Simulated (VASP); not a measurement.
A run of VASP 6.6.1 is set up as follows.

Contents of INCAR:

```
ALGO = Normal ; EDIFF = 1E-6
ENCUT = 910 ; GGA = CA
GGA_COMPAT = False ; ISIF = 2
ISMEAR = 0 ; LASPH = True
LCHARG = True ; LELF = True
LREAL = False ; LVHAR = True
LWAVE = False ; NBANDS = 41
NELM = 120 ; PREC = Accurate
SIGMA = 0.1
```

The input KPOINTS:

```
k-points
0
Gamma
  4 4 4
```

Contents of POSCAR:

```
AlGa3N4
1.0
    4.4716853600      0.0000000000      0.0000000000
    0.0000000000      4.4716853600      0.0000000000
    0.0000000000      0.0000000000      4.4716853600
Al Ga N
1 3 4
Direct
    0.0000000000      0.0000000000      0.0000000000
    0.5000000000      0.5000000000      0.0000000000
    0.5000000000      0.0000000000      0.5000000000
    0.0000000000      0.5000000000      0.5000000000
    0.7557144200      0.7557144200      0.2442855800
    0.7557144200      0.2442855800      0.7557144200
    0.2442855800      0.7557144200      0.7557144200
    0.2442855800      0.2442855800      0.2442855800
```

Potentials or basis: VASP PAW LDA potentials, release 64 (Al, Ga_d, N_h).

The run is started by

```bash
$ cat potpaw_LDA.64/Al/POTCAR potpaw_LDA.64/Ga_d/POTCAR potpaw_LDA.64/N_h/POTCAR > POTCAR
$ mpirun -np 1 vasp_std > vasp.out
```

Q: Predict the band gap on the k mesh.

A: 2.36 eV, direct.

Q: Predict the pressure.

A: -5.1 GPa.

Forces in eV/Å, atoms in the order of the input:
```
Al   0.000  0.000  0.000
Ga   0.000  0.000  0.000
Ga   0.000  0.000  0.000
Ga   0.000  0.000  0.000
N   -0.085 -0.085  0.085
N   -0.085  0.085 -0.085
N    0.085 -0.085 -0.085
N    0.085  0.085  0.085
```

Caveat: the cutoff is under 1.25 times the usual one of these potentials, so pressure, stress and relaxed cells hold a basis-set (Pulay) error. LDA gaps usually lie below the measured ones, often by a third to a half.
